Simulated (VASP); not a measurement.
Write the native input for VASP 6.6.1 that does the following.

* Task: single point
* Functional: PBE
* Potentials or basis: VASP PAW PBE potentials, release 64 (Si, Bi_d, Te)
* Cutoff: 520 eV
* k mesh: 6 × 6 × 2
* Occupations: gaussian, width 0.2 eV
* Spin: no spin polarisation
* Dipole correction: no
* Further INCAR settings: ALGO = Normal; EDIFF = 1e-06; NBANDS = 36

The structure of Si2BiTe5 lies in POSCAR:

```
Si2BiTe5
1.0
    4.0079355566     -0.0011440479      0.0018223683
   -2.0049543644      3.4725517249     -0.0004926438
    0.0055466874      0.0047513139     16.9940243939
Si Bi Te
2 1 5
Direct
    0.9967217400      0.9989745353      0.7147562944
    0.3360846022      0.6679311749      0.0961745699
    0.0009540205     -0.0002066150      0.3377577717
    0.6639774489      0.3326121135      0.6217286439
    0.3293432320      0.6654246525      0.8053566701
    1.0032621250      1.0014300490      0.0092086365
    0.6691911182      0.3343697952      0.1959167560
    0.3337990466      0.6661309612      0.4521006575
```

These files were run (other wordings do the same):

INCAR

```
PREC     = Accurate       # precision mode
ENCUT    = 520            # plane-wave cutoff, eV
EDIFF    = 1E-6           # SCF threshold, eV
ISMEAR   = 0              # smearing method
SIGMA    = 0.2            # smearing width, eV
LREAL    = F              # projectors in reciprocal space
LASPH    = T              # aspherical terms in the spheres
NELM     = 60             # most SCF steps
ALGO     = Normal         # electronic algorithm
ISIF     = 2              # what is computed and relaxed
LWAVE    = F              # write WAVECAR
LCHARG   = F              # write CHGCAR
GGA      = PE             # functional
NBANDS   = 36             # bands
```

KPOINTS

```
regular mesh
0
Gamma
  6 6 2
```

Potentials or basis: VASP PAW PBE potentials, release 64 (Si, Bi_d, Te).

Command:

```console
$ cat potpaw_PBE.64/Si/POTCAR potpaw_PBE.64/Bi_d/POTCAR potpaw_PBE.64/Te/POTCAR > POTCAR
$ mpirun -np 1 vasp_std > vasp.out
```

It gave:

```json
{"Pressure": "0.0 GPa", "Largest force": "0.032 eV/Å"}
```

Wall time 4.4 min on 1 thread of Intel(R) Xeon(R) 6975P-C (Granite Rapids), with other jobs on the host, peak memory 0.5 GiB.
